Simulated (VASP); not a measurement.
# GaP: vibrations by perturbation theory with PBEsol

GaP:

```
Ga P
1.0
     0.00000    2.62081    2.62081
     2.62081    0.00000    2.62081
     2.62081    2.62081    0.00000
Ga P
1 1
Direct
  0.00000 0.00000 0.00000
  0.75000 0.75000 0.75000
```

| Item | Value |
| --- | --- |
| Program | VASP 6.6.1 |
| Task | vibrations by perturbation theory |
| Functional | PBEsol |
| Potentials or basis | VASP PAW PBE potentials, release 64 (Ga_d, P) |
| Cutoff | 520 eV |
| k mesh | 10 × 10 × 10 |
| Occupations | gaussian, width 0.01 eV |
| Spin | no spin polarisation |
| Dipole correction | no |
| Further INCAR settings | ALGO = Normal; EDIFF = 1e-08; IBRION = 8; NSW = 1 |

| Item | Value |
| --- | --- |
| Electronic dielectric tensor (diagonal) | 10.24 |
| Born charges (mean of the diagonal) | Ga +1.96; P -1.96 e |
| Highest phonon frequency at Γ, LO-TO splitting left out | 406 cm⁻¹ |

Phonon frequencies in cm⁻¹ (negative: imaginary):
```tsv
q point	frequencies
(0.000, 0.000, 0.000)	0 0 0 406 406 406
```

Electronic dielectric tensor:
```
10.24  0.00  0.00
 0.00 10.24  0.00
 0.00  0.00 10.24
```

Born effective charge tensors (e):
atom 1, Ga
```
1.96 0.00 0.00
0.00 1.96 0.00
0.00 0.00 1.96
```
atom 2, P
```
-1.96  0.00  0.00
 0.00 -1.96  0.00
 0.00  0.00 -1.96
```

Run time: 5.5 min on 1 thread of AMD EPYC 9R45 96-Core Processor (Zen 5) (shared host), peak memory 0.31 GiB.

Caveat: the cell wasn't relaxed at this level first, which shifts response properties.
